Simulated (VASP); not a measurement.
AsSe4, 5 atoms in the cell. It takes space group Cmmm (No. 65, orthorhombic). Conventional cell: a = 7.199 Å, b = 8.146 Å, c = 3.890 Å, α = 90.00°, β = 90.00°, γ = 90.00°. As (site symmetry mmm) has 6 Se at 2.66 to 2.68 Å within 3.5 Å. Se (site symmetry 2mm) has 2 As at 2.68 Å and 12 Se at 2.98 to 3.89 Å within 3.9 Å. Se (site symmetry m2m) has 1 As at 2.66 Å and 5 Se at 2.83 to 2.98 Å within 3.5 Å. The cell was built from a structure type or drawn by symmetry, and may not be a known phase.

* Program: VASP 6.6.1
* Task: single point
* Functional: PBE
* Potentials or basis: VASP PAW PBE potentials, release 64 (As, Se)
* Cutoff: 520 eV
* k mesh: 8 × 8 × 10
* Occupations: gaussian, width 0.1 eV
* Spin: no spin polarisation
* Dipole correction: no
* Further INCAR settings: ALGO = Normal; EDIFF = 1e-07; NBANDS = 22

Potentials or basis: VASP PAW PBE potentials, release 64 (As, Se).

Run with:

```bash
$ cat potpaw_PBE.64/As/POTCAR potpaw_PBE.64/Se/POTCAR > POTCAR
$ mpirun -np 1 vasp_std > vasp.out
```

Hardware: 1 thread of AMD EPYC 7R13, on a shared host.

**Question.** How long does it take, and how much memory?

**Answer.** Run time: 5.8 min on 1 thread of AMD EPYC 7R13, with other jobs on the host, peak memory 0.37 GiB. Counts: scf iterations 13, k points 126.
